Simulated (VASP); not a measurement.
# AlN (Cm) in VASP: further runs

The runs below take AlN through single point, with PBE.

Program: VASP 6.6.1. These are calculated values, not measurements. Logs are shortened: lines on timing, memory, paths and dates and some standing lists are left out, and cuts for length are marked.

## Step 1: The cell of the first run

Symmetry: Cm, No. 8, monoclinic system. The conventional cell has a = 6.226 Å, b = 6.226 Å, c = 4.403 Å, α = 90.00°, β = 90.00°, γ = 90.00°. Within 2.4 Å of Al (site symmetry m) lie 4 N at 1.79 to 2.36 Å. Within 2.5 Å of Al (site symmetry 1) lie 4 N at 1.91 Å. Al (site symmetry m) has 4 N at 1.91 Å within 2.5 Å. Within 2.4 Å of N (site symmetry m) lie 4 Al at 1.79 to 1.91 Å. Within 2.4 Å of N (site symmetry 1) lie 4 Al at 1.81 to 1.91 Å. Within 2.5 Å of N (site symmetry m) lie 4 Al at 1.91 to 2.36 Å.

## Step 2: Single point, PBE (atom 1 (Al) moved by -0.378 Å along [1 1 0] and -0.252 Å along [0 0 1])

The input, INCAR:

```
SYSTEM = AlN
  ALGO = Normal
  EDIFF = 1E-6
  ENCUT = 520
  GGA = PE
  ISIF = 2
  ISMEAR = 0
  LASPH = .TRUE.
  LCHARG = .FALSE.
  LREAL = .FALSE.
  LWAVE = .FALSE.
  NBANDS = 26
  NELM = 100
  PREC = Accurate
  SIGMA = 0.05
```

The input, KPOINTS:

```
k-points
0
G
  6 6 6
  0 0 0
```

The input, POSCAR:

```
AlN
1.0
    4.4025164325      0.0000000000      0.0000000000
    0.0000000000     -4.4025164325      0.0000000000
    0.0000000000      0.0000000000     -4.4025164325
Al N
4 4
Direct
   -0.0607121785      0.0572399908     -0.0607121785
    0.5000000000      0.5000000000      0.0000000000
    0.5000000000      0.0000000000      0.5000000000
    0.0000000000      0.5000000000      0.5000000000
    0.7500000000      0.7500000000      0.7500000000
    0.2500000000      0.2500000000      0.7500000000
    0.2500000000      0.7500000000      0.2500000000
    0.7500000000      0.2500000000      0.2500000000
```

Potentials or basis: VASP PAW PBE potentials, release 64 (Al, N).

Launch:

```bash
cat potpaw_PBE.64/Al/POTCAR potpaw_PBE.64/N/POTCAR > POTCAR
mpirun -np 1 vasp_std > vasp.out
```

OUTCAR:

```text
SYSTEM = AlN
   EDIFF = 1E-6
   ENCUT = 520
   GGA = PE
   ISIF = 2
   ISMEAR = 0
   LASPH = .TRUE.
   LREAL = .FALSE.
   NELM = 100
   PREC = Accurate

 ion  position               nearest neighbor table
   1  0.939  0.057  0.939-   5 1.79   6 1.81   8 1.81   7 2.36   3 2.75   2 2.76   4 2.76   2 3.14
                             4 3.14   3 3.15   3 3.15   4 3.16   2 3.16
   2  0.500  0.500  0.000-   5 1.91   6 1.91   7 1.91   8 1.91   1 2.76   3 3.11   4 3.11   3 3.11
                             4 3.11   3 3.11   3 3.11   4 3.11   4 3.11   1 3.14   1 3.16
   3  0.500  0.000  0.500-   5 1.91   6 1.91   7 1.91   8 1.91   1 2.75   2 3.11   4 3.11   2 3.11
                             2 3.11   4 3.11   2 3.11   4 3.11   4 3.11   1 3.15   1 3.15
   4  0.000  0.500  0.500-   5 1.91   6 1.91   7 1.91   8 1.91   1 2.76   2 3.11   3 3.11   2 3.11
                             3 3.11   2 3.11   3 3.11   2 3.11   3 3.11   1 3.14   1 3.16
   5  0.750  0.750  0.750-   1 1.79   2 1.91   3 1.91   4 1.91
   6  0.250  0.250  0.750-   1 1.81   2 1.91   3 1.91   4 1.91
   7  0.250  0.750  0.250-   2 1.91   3 1.91   4 1.91   1 2.36
   8  0.750  0.250  0.250-   1 1.81   2 1.91   3 1.91   4 1.91

  LATTYP: Found a simple cubic cell.
 ALAT       =     4.4025164325

  Lattice vectors:

 A1 = (   4.4025164325,   0.0000000000,   0.0000000000)
 A2 = (   0.0000000000,  -4.4025164325,   0.0000000000)
 A3 = (   0.0000000000,   0.0000000000,  -4.4025164325)

Analysis of symmetry for initial positions (statically):
=====================================================================
 Subroutine PRICEL returns:
 Original cell was already a primitive cell.

 Routine SETGRP: Setting up the symmetry group for a
 simple cubic supercell.

 Subroutine GETGRP returns: Found  2 space group operations
 (whereof  2 operations were pure point group operations)
 out of a pool of 48 trial point group operations.

The static configuration has the point symmetry C_1h.

Analysis of symmetry for dynamics (positions and initial velocities):
=====================================================================
 Subroutine PRICEL returns:
 Original cell was already a primitive cell.

 Routine SETGRP: Setting up the symmetry group for a
 simple cubic supercell.

 Subroutine GETGRP returns: Found  2 space group operations
 (whereof  2 operations were pure point group operations)
 out of a pool of 48 trial point group operations.

The dynamic configuration has the point symmetry C_1h.

 Subroutine INISYM returns: Found  2 space group operations
 (whereof  2 operations are pure point group operations),
 and found     1 'primitive' translations

----------------------------------------------------------------------------------------

                                     Primitive cell

  volume of cell :      85.3302

  direct lattice vectors                    reciprocal lattice vectors
     4.402516432  0.000000000  0.000000000     0.227142821  0.000000000  0.000000000
     0.000000000 -4.402516432  0.000000000     0.000000000 -0.227142821  0.000000000
     0.000000000  0.000000000 -4.402516432     0.000000000  0.000000000 -0.227142821

  length of vectors
     4.402516432  4.402516432  4.402516432     0.227142821  0.227142821  0.227142821

  position of ions in fractional coordinates (direct lattice)
     0.939287822  0.057239991  0.939287822
     0.500000000  0.500000000  0.000000000
     0.500000000  0.000000000  0.500000000
     0.000000000  0.500000000  0.500000000
     0.750000000  0.750000000  0.750000000
     0.250000000  0.250000000  0.750000000
     0.250000000  0.750000000  0.250000000
     0.750000000  0.250000000  0.250000000

  ion indices of the primitive-cell ions
   primitive index   ion index
                 1           1
                 2           2
                 3           3
                 4           4
                 5           5
                 6           6
                 7           7
                 8           8

----------------------------------------------------------------------------------------

 KPOINTS: k-points

Automatic generation of k-mesh.
 Grid dimensions read from file:
 generate k-points for:    6    6    6

 Generating k-lattice:

  Cartesian coordinates                     Fractional coordinates (reciprocal lattice)
     0.037857137  0.000000000  0.000000000     0.166666667  0.000000000  0.000000000
     0.000000000 -0.037857137  0.000000000     0.000000000  0.166666667  0.000000000
     0.000000000  0.000000000 -0.037857137     0.000000000  0.000000000  0.166666667

  Length of vectors
     0.037857137  0.037857137  0.037857137

  Shift w.r.t. Gamma in fractional coordinates (k-lattice)
     0.000000000  0.000000000  0.000000000

 Subroutine IBZKPT returns following result:
 ===========================================

 Found     68 irreducible k-points:

 Following reciprocal coordinates:
            Coordinates               Weight
  0.000000  0.000000  0.000000      1.000000
  0.166667  0.000000  0.000000      4.000000
  0.000000  0.166667  0.000000      2.000000
  0.333333  0.000000  0.000000      4.000000
  0.000000  0.333333  0.000000      2.000000
  0.500000  0.000000  0.000000      2.000000
[... 16 lines left out ...]
 -0.333333  0.333333  0.000000      4.000000
 -0.333333  0.000000  0.333333      2.000000
 [... further k-points ...]
   k-points           NKPTS =     68   k-points in BZ     NKDIM =     68   number of bands    NBANDS=     26
   number of dos      NEDOS =    301   number of ions     NIONS =      8
   total plane-waves  NPLWV =  46656
   dimension x,y,z NGX =    36 NGY =   36 NGZ =   36
   dimension x,y,z NGXF=    72 NGYF=   72 NGZF=   72
   ions per type =               4   4
   NGX,Y,Z   is equivalent  to a cutoff of  13.59, 13.59, 13.59 a.u.
   NGXF,Y,Z  is equivalent  to a cutoff of  27.19, 27.19, 27.19 a.u.
 SYSTEM =  AlN
   PREC   = accura    normal or accurate (medium, high low for compatibility)
   ISTART =      0    job   : 0-new  1-cont  2-samecut
   ICHARG =      2    charge: 1-file 2-atom 10-const
   ISPIN  =      1    spin polarized calculation?
   LNONCOLLINEAR =      F non collinear calculations
   LSORBIT =      F    spin-orbit coupling
   LASPH  =      T    aspherical Exc in radial PAW
   ENCUT  =  520.0 eV  38.22 Ry    6.18 a.u.   8.19  8.19  8.19*2*pi/ulx,y,z
   NELM   =    100;   NELMIN=  2; NELMDL= -5     # of ELM steps
   EDIFF  = 0.1E-05   stopping-criterion for ELM
   LREAL  =      F    real-space projection
[... 7 lines left out ...]
   TEBEG  =    0.0;   TEEND  =   0.0 temperature during run
   PSTRESS=    0.0 pullay stress
   NELECT =      32.0000    total number of electrons
   NUPDOWN=      -1.0000    fix difference up-down
   EMIN   =  10.00;   EMAX   =-10.00  energy-range for DOS
   EFERMI =   0.00;   METHOD = LEGACY
   ISMEAR =     0;   SIGMA  =   0.05  broadening in eV -4-tet -1-fermi 0-gaus
   EFERMI_NEDOS =   21; number of points for ismear=-14 and -15
   IALGO  =     38    algorithm
   IMIX   =      4    mixing-type and parameters
     AMIX     =   0.40;   BMIX     =  1.00
     AMIX_MAG =   1.60;   BMIX_MAG =  1.00
  volume/ion in A,a.u.               =      10.67        71.98
  Fermi-wavevector in a.u.,A,eV,Ry     =   1.180567  2.230947 18.962951  1.393738
  Thomas-Fermi vector in A             =   2.316857
   LORBIT       =      0    0 simple, 1 ext, 2 COOP (PROOUT), +10 PAW based schemes
   GGA     = PE    functional components
   LHFCALC =     F    Hartree Fock is set to
   AEXX    =    0.0000 exact exchange contribution
   IVDW    =     0    specifies the selected vdW correction
   LEPSILON=     F    determine dielectric tensor
   LRPA    =     F    only Hartree local field effects (RPA)
 non-spin polarized calculation
 Gauss-broadening in eV      SIGMA  =   0.05
  energy-cutoff  :      520.00
  volume of cell :       85.33
 maximum number of plane-waves:      2325
 NGX is ok and might be reduce to    36
   NGX = 17   NGY = 17   NGZ = 17

 number of electron      31.9999997 magnetization

 Free energy of the ion-electron system (eV)
  ---------------------------------------------------
  ext. energy  EPLUGINS =         0.00000000
  ---------------------------------------------------
  free energy    TOTEN  =       -57.99505893 eV

  energy without entropy =      -57.99505893  energy(sigma->0) =      -57.99505893

 E-fermi :   6.8361     XC(G=0): -10.8280

 val. band max:        6.5459221216   @ k =   0.5000   0.5000   0.5000
 cond. band min:       7.0787598398   @ k =   0.0000   0.0000   0.0000
 fundamental gap:      0.5328377181
 Fermi energy:         6.8360962363

 k-point     1 :       0.0000    0.0000    0.0000
  band No.  band energies     occupation
      1      -9.3138      2.00000
      2      -6.9817      2.00000
      3      -6.9418      2.00000
      4      -5.6632      2.00000
      5       0.6535      2.00000
      6       0.6550      2.00000
[... 18 lines left out ...]
     25      18.1697      0.00000
     26      18.1773      0.00000

 k-point     2 :       0.1667    0.0000    0.0000
  band No.  band energies     occupation
      1      -9.1901      2.00000
      2      -7.1176      2.00000
      3      -6.9589      2.00000
      4      -5.7154      2.00000
      5       0.7942      2.00000
      6       0.8461      2.00000
[... 18 lines left out ...]
     25      18.2180      0.00000
     26      18.3189      0.00000

 k-point     3 :       0.0000    0.1667    0.0000
  band No.  band energies     occupation
      1      -9.1891      2.00000
      2      -7.1441      2.00000
      3      -6.9309      2.00000
      4      -5.7181      2.00000
      5       0.7941      2.00000
      6       0.8521      2.00000
[... 572 lines left out ...]
 k-point    23 :      -0.3333    0.3333    0.0000
  band No.  band energies     occupation
      1      -8.4286      2.00000
      2      -7.5425      2.00000
      3      -7.2707      2.00000
      4      -5.9693      2.00000
      5       0.5746      2.00000
      6       1.5762      2.00000
[... 18 lines left out ...]
     25      16.2621      0.00000
     26      16.7662      0.00000

 k-point    24 :      -0.3333    0.0000    0.3333
  band No.  band energies     occupation
      1      -8.4316      2.00000
      2      -7.5095      2.00000
      3      -7.3036      2.00000
      4      -5.9673      2.00000
      5       0.5477      2.00000
      6       1.5758      2.00000
[... 18 lines left out ...]
     25      16.3751      0.00000
     26      16.6843      0.00000

 [... further k-points ...]
[... 5 lines left out ...]
  --------------------------------------------------------------------------------------
  -------------------------------------------------------------------------------------
  Total        1.7818646      2.0682220      1.7818646     -0.5014499      0.5014499      0.2335392
  in kB       33.4566402     38.8333429     33.4566402     -9.4153218      9.4153219      4.3849773
  external PRESSURE =      35.2488744 kB  Pullay stress =       0.0000000 kB

 VOLUME and BASIS-vectors are now :
 -----------------------------------------------------------------------------
  energy-cutoff  :      520.00
  volume of cell :       85.33
      direct lattice vectors                 reciprocal lattice vectors
     4.402516432  0.000000000  0.000000000     0.227142821  0.000000000  0.000000000
     0.000000000 -4.402516432  0.000000000     0.000000000 -0.227142821  0.000000000
     0.000000000  0.000000000 -4.402516432     0.000000000  0.000000000 -0.227142821

 POSITION                                       TOTAL-FORCE (eV/Angst)
 -----------------------------------------------------------------------------------
      4.13523     -0.25200     -4.13523         3.119428      2.653001     -3.119428
      2.20126     -2.20126      0.00000        -1.395323     -1.338156     -0.981290
      2.20126      0.00000     -2.20126        -1.411225      0.941077      1.411225
      0.00000     -2.20126     -2.20126         0.981290     -1.338156      1.395323
      3.30189     -3.30189     -3.30189        -0.806328      0.520286      0.806328
      1.10063     -1.10063     -3.30189         0.309806     -0.665641      0.679835
      1.10063     -3.30189     -1.10063        -0.117813     -0.106771      0.117813
      3.30189     -1.10063     -1.10063        -0.679835     -0.665641     -0.309806
 -----------------------------------------------------------------------------------
    total drift:                               -0.000129     -0.000100      0.000129

  FREE ENERGIE OF THE ION-ELECTRON SYSTEM (eV)
  ---------------------------------------------------
  free  energy   TOTEN  =       -57.9950589281 eV

  energy  without entropy=      -57.9950589281  energy(sigma->0) =      -57.99505893
```

Run time: 2.2 min. Hardware: 1 thread of Intel Xeon Platinum 8375C at 2.90GHz (Ice Lake), shared host; peak memory 0.26 GiB.

Results:

```yaml
Free_energy: -57.9951 eV
Pressure: 3.5 GPa
Largest_force: 5.148 eV/Å
Band_gap_on_the_k_mesh: 0.53 eV (least direct gap 0.59 eV)
```

Forces on the atoms (eV/Å):
```
Al   3.119  2.653 -3.119
Al  -1.395 -1.338 -0.981
Al  -1.411  0.941  1.411
Al   0.981 -1.338  1.395
N   -0.806  0.520  0.806
N    0.310 -0.666  0.680
N   -0.118 -0.107  0.118
N   -0.680 -0.666 -0.310
```

Caveat: the cell differs from its parent crystal (atom 1 (Al) moved by -0.378 Å along [1 1 0] and -0.252 Å along [0 0 1]); the cell stands under pressure; semilocal functionals underestimate gaps, and a narrow one can read as zero; forces of over 1 eV/Å act on the atoms, so gaps and moduli don't describe the material at rest. A k mesh can miss the band edges.

[end of part 1 of 2]
